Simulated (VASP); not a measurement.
# Be2SbP3 (P3m1) in VASP: a series of runs, part 2 of 2

VASP 6.6.1.

## (4) Relaxation of cell and atoms, PBE

INCAR

```
SYSTEM = Be2SbP3
ALGO     = Fast           ! electronic algorithm
EDIFF    = 1E-7           ! SCF threshold, eV
EDIFFG   = -0.04          ! ionic threshold
ENCUT    = 600            ! plane-wave cutoff, eV
GGA      = PE             ! functional
IBRION   = 2              ! ionic algorithm
ISIF     = 3              ! what is computed and relaxed
ISMEAR   = 0              ! smearing method
LASPH    = .TRUE.         ! aspherical terms in the spheres
LCHARG   = .FALSE.        ! write CHGCAR
LREAL    = .FALSE.        ! projectors in reciprocal space
LWAVE    = .FALSE.        ! write WAVECAR
NELM     = 80             ! most SCF steps
NSW      = 90             ! ionic steps
PREC     = Accurate       ! precision mode
SIGMA    = 0.1            ! smearing width, eV
```

KPOINTS

```
k-points
0
G
  6 6 4
  0 0 0
```

POSCAR

```
Be2SbP3
1.0
    4.0586756000      0.0000000000      0.0000000000
   -2.0293378000      3.5149161700      0.0000000000
    0.0000000000      0.0000000000      7.4041714700
Be Sb P
2 1 3
Direct
    0.3333333300      0.6666666700      0.7339270100
    0.3333333300      0.6666666700      0.2666958000
    0.0000000000      0.0000000000      0.5143604900
    0.6666666700      0.3333333300      0.4822870200
    0.6666666700      0.3333333300      0.0342851900
    0.0000000000      0.0000000000      0.9684435100
```

Potentials or basis: VASP PAW PBE potentials, release 64 (Be, Sb, P).

The run is started by

```bash
$ cat potpaw_PBE.64/Be/POTCAR potpaw_PBE.64/Sb/POTCAR potpaw_PBE.64/P/POTCAR > POTCAR
$ mpirun -np 1 vasp_std > vasp.out
```

OUTCAR:

```text
SYSTEM = Be2SbP3
   EDIFF = 1E-7
   EDIFFG = -0.04
   ENCUT = 600
   GGA = PE
   IBRION = 2
   ISIF = 3
   ISMEAR = 0
   LASPH = .TRUE.
   LREAL = .FALSE.
   NELM = 80
   NSW = 90
   PREC = Accurate

 ion  position               nearest neighbor table
   1  0.333  0.667  0.734-   3 2.85   3 2.85   3 2.85
   2  0.333  0.667  0.267-   3 2.98   3 2.98   3 2.98
   3  0.000  0.000  0.514-   4 2.36   4 2.36   4 2.36   1 2.85   1 2.85   1 2.85   2 2.98   2 2.98
                             2 2.98   6 3.36
   4  0.667  0.333  0.482-   3 2.36   3 2.36   3 2.36
   5  0.667  0.333  0.034-   6 2.39   6 2.39   6 2.39
   6  0.000  0.000  0.968-   5 2.39   5 2.39   5 2.39   3 3.36

  LATTYP: Found a hexagonal cell.
 ALAT       =     4.0586756000
 C/A-ratio  =     1.8242826478

  Lattice vectors:

 A1 = (   4.0586756000,   0.0000000000,   0.0000000000)
 A2 = (  -2.0293378000,   3.5149161700,   0.0000000000)
 A3 = (   0.0000000000,   0.0000000000,   7.4041714700)

Analysis of symmetry for initial positions (statically):
=====================================================================
 Subroutine PRICEL returns:
 Original cell was already a primitive cell.

 Routine SETGRP: Setting up the symmetry group for a
 hexagonal supercell.

 Subroutine GETGRP returns: Found  6 space group operations
 (whereof  6 operations were pure point group operations)
 out of a pool of 24 trial point group operations.

The static configuration has the point symmetry C_3v.

Analysis of symmetry for dynamics (positions and initial velocities):
=====================================================================
 Subroutine PRICEL returns:
 Original cell was already a primitive cell.

 Routine SETGRP: Setting up the symmetry group for a
 hexagonal supercell.

 Subroutine GETGRP returns: Found  6 space group operations
 (whereof  6 operations were pure point group operations)
 out of a pool of 24 trial point group operations.

The dynamic configuration has the point symmetry C_3v.
[... 143 lines left out ...]
 maximum number of plane-waves:      3538
   NGX = 17   NGY = 17   NGZ = 29

--------------------------------------- Ionic step        1  -------------------------------------------

 number of electron      24.0000000 magnetization

 Free energy of the ion-electron system (eV)
  ---------------------------------------------------
  ext. energy  EPLUGINS =         0.00000000
  ---------------------------------------------------
  free energy    TOTEN  =       -20.92800651 eV

  energy without entropy =      -20.90832088  energy(sigma->0) =      -20.91816370

------------------------ aborting loop because EDIFF is reached ----------------------------------------

  FORCE on cell =-STRESS in cart. coord.  units (eV):
  Direction    XX          YY          ZZ          XY          YZ          ZX
  --------------------------------------------------------------------------------------
  -------------------------------------------------------------------------------------
  Total        8.8112821      8.8112821     -5.1948590     -0.0000000     -0.0000000      0.0000000
  in kB      133.6515217    133.6515213    -78.7967971     -0.0000000     -0.0000000      0.0000000
  external PRESSURE =      62.8354153 kB  Pullay stress =       0.0000000 kB
[... 101 lines left out ...]
  FREE ENERGIE OF THE ION-ELECTRON SYSTEM (eV)
  ---------------------------------------------------
  free  energy   TOTEN  =       -21.5948819013 eV

  energy  without entropy=      -21.5798746538  energy(sigma->0) =      -21.58737828

 E-fermi :   6.4950     XC(G=0):  -9.9320

 val. band max:        6.4784897410   @ k =   0.3333   0.3333   0.5000
 cond. band min:       6.5333420299   @ k =   0.1667   0.1667   0.0000
 fundamental gap:      0.0548522889
 Fermi energy:         6.4949550000

 k-point     1 :       0.0000    0.0000    0.0000
  band No.  band energies     occupation
      1      -7.4462      2.00000
      2      -5.9744      2.00000
      3      -1.5733      2.00000
      4       1.3014      2.00000
      5       2.0804      2.00000
      6       2.3775      2.00000
[... 433 lines left out ...]
      3      -4.0362      2.00000
      4      -3.8601      2.00000
      5      -0.6259      2.00000
      6       0.2484      2.00000
[... 8 lines left out ...]
     15       7.6125      0.00000
     16       7.8928      0.00000

[... ionic steps 4 to 83 ...]

--------------------------------------- Ionic step       84  -------------------------------------------

 number of electron      24.0000001 magnetization

------------------------ aborting loop because EDIFF is reached ----------------------------------------
[... 75 lines left out ...]
--------------------------------------- Ionic step       86  -------------------------------------------

 number of electron      24.0000001 magnetization

 Free energy of the ion-electron system (eV)
  ---------------------------------------------------
  ext. energy  EPLUGINS =         0.00000000
  ---------------------------------------------------
  free energy    TOTEN  =       -26.24601594 eV

  energy without entropy =      -26.23469808  energy(sigma->0) =      -26.24035701

 E-fermi :   7.8855     XC(G=0): -10.6022

 val. band max:        7.7541025433   @ k =   0.5000   0.0000   0.2500
 cond. band min:       7.8890227544   @ k =   0.3333   0.3333   0.2500
 fundamental gap:      0.1349202111
 Fermi energy:         7.8855369218

 k-point     1 :       0.0000    0.0000    0.0000
  band No.  band energies     occupation
      1      -6.2007      2.00000
      2      -4.6503      2.00000
      3      -3.8959      2.00000
      4       0.1150      2.00000
      5       2.3277      2.00000
      6       7.0052      2.00000
[... 478 lines left out ...]
  FREE ENERGIE OF THE ION-ELECTRON SYSTEM (eV)
  ---------------------------------------------------
  free  energy   TOTEN  =       -26.2460159377 eV

  energy  without entropy=      -26.2346980760  energy(sigma->0) =      -26.24035701

 reached required accuracy - stopping structural energy minimisation
```

It took 31 min on 1 thread of Oxide Virtual Turin-like, shared host; peak memory 0.26 GiB.

Results:

* Free energy: -26.2460 eV
* Relaxed volume: 15.33 Å³/atom
* Relaxed cell: a = 3.514 Å, b = 3.514 Å, c = 8.600 Å, α = 90.00°, β = 90.00°, γ = 120.00°
* Space group after relaxing (to 0.1 Å): P3m1 (No. 156)
* Energy gained by relaxing: 886.3 meV/atom
* Ionic steps: 86
* Pressure after relaxing: 0.1 GPa
* Largest force after relaxing: 0.030 eV/Å
* Band gap on the k mesh: zero (bands 12 and 13 overlap by 1.68 eV)

Forces on the atoms (eV/Å):
```
Be   0.000  0.000  0.004
Be   0.000  0.000 -0.030
Sb   0.000  0.000 -0.018
P    0.000  0.000  0.021
P    0.000  0.000  0.010
P    0.000  0.000  0.014
```

The path:
| step | energy change (eV) | largest force (eV/Å) | pressure (GPa) | volume (Å³) |
| --- | --- | --- | --- | --- |
| 1 | 0.0000 | 1.1442 | 6.28 | 105.63 |
| 4 | -1.0388 | 0.9546 | -3.60 | 108.86 |
| 7 | -1.5042 | 1.7862 | 5.38 | 93.55 |
| 10 | -1.6536 | 2.6359 | 9.78 | 90.04 |
| 13 | -2.1974 | 1.6667 | 2.48 | 97.19 |
| 16 | -2.3037 | 0.5158 | -1.30 | 99.65 |
| 19 | -2.4015 | 0.5407 | 1.87 | 94.90 |
| 22 | -2.4406 | 0.4198 | 0.81 | 95.54 |
| 25 | -2.5027 | 0.7565 | -1.04 | 97.50 |
| 28 | -2.5606 | 1.1624 | -2.78 | 100.45 |
| 31 | -2.7206 | 1.0080 | -0.88 | 99.66 |
| 34 | -2.8348 | 0.8552 | 2.18 | 96.38 |
| 37 | -3.0390 | 0.6551 | -4.20 | 103.83 |
| 40 | -3.4355 | 1.1576 | -1.00 | 98.47 |
| 43 | -3.5778 | 0.7877 | 1.67 | 94.98 |
| 46 | -3.7847 | 0.8562 | -3.00 | 99.74 |
| 49 | -4.0203 | 0.9286 | 18.10 | 82.47 |
| 52 | -4.4697 | 1.4518 | 7.20 | 87.54 |
| 55 | -4.5887 | 1.0834 | 7.24 | 88.35 |
| 58 | -4.8349 | 0.7103 | -1.39 | 97.28 |
| 61 | -5.0417 | 0.6548 | -1.36 | 97.12 |
| 64 | -5.1626 | 0.5857 | -0.01 | 94.43 |
| 67 | -5.2761 | 0.2607 | 0.46 | 90.96 |
| 70 | -5.2931 | 0.2142 | -0.80 | 92.66 |
| 73 | -5.3034 | 0.1384 | -0.62 | 92.83 |
| 76 | -5.3093 | 0.1126 | 0.32 | 91.77 |
| 79 | -5.3118 | 0.0806 | 0.47 | 91.54 |
| 82 | -5.3156 | 0.0821 | 0.00 | 91.90 |
| 85 | -5.3177 | 0.0443 | -0.10 | 92.15 |
| 86 | -5.3180 | 0.0303 | 0.12 | 91.98 |

Final structure:
```
CELL_PARAMETERS angstrom
3.51416 0.00000 0.00000
-1.75708 3.04335 0.00000
0.00000 0.00000 8.60010
ATOMIC_POSITIONS crystal
Be 0.33333 0.66667 0.92153
Be 0.33333 0.66667 0.36088
Sb 0.00000 0.00000 0.57412
P 0.66667 0.33333 0.26938
P 0.66667 0.33333 0.81044
P 0.00000 0.00000 0.06367
```

Caveat: a cell axis changed by over 15 % at a fixed basis, so the end point is rough; spin-orbit coupling is left out, which moves the levels of the heavy elements.

## (5) The runs side by side

```csv
task,cell,cutoff (eV),gap on the mesh (eV),pressure (GPa),largest force (eV/Å)
single point,"a = 4.059, b = 4.059, c = 7.404 Å, angles 90.0, 90.0, 120.0°, 6 atoms, atomic positions A",520,none,6.3,1.14
single point,"a = 4.028, b = 4.028, c = 8.265 Å, angles 90.0, 90.0, 120.0°, 6 atoms, atomic positions B",520,none,0.1,0.05
relaxation of cell and atoms,"relaxed from a = 4.059, b = 4.059, c = 7.404 Å, angles 90.0, 90.0, 120.0°, 6 atoms, atomic positions A",600,none,0.1,0.03
```

Alike in all rows: level PBE; potentials or basis VASP PAW PBE potentials, release 64 (Be, Sb, P); no spin polarisation; k mesh 6 × 6 × 4; smearing gaussian 0.1 eV.

Caveats: spin-orbit coupling is left out, which moves the levels of the heavy elements; the stress differs along the axes, from -8 to 13 GPa (at least some runs); forces of over 1 eV/Å act on the atoms, so gaps and moduli don't describe the material at rest (at least some runs); a cell axis changed by over 15 % at a fixed basis, so the end point is rough (at least some runs).

Absolute energies hang on the potentials; compare differences alone.

The gap in the log of VASP goes by the Fermi energy; the results here count the filled bands.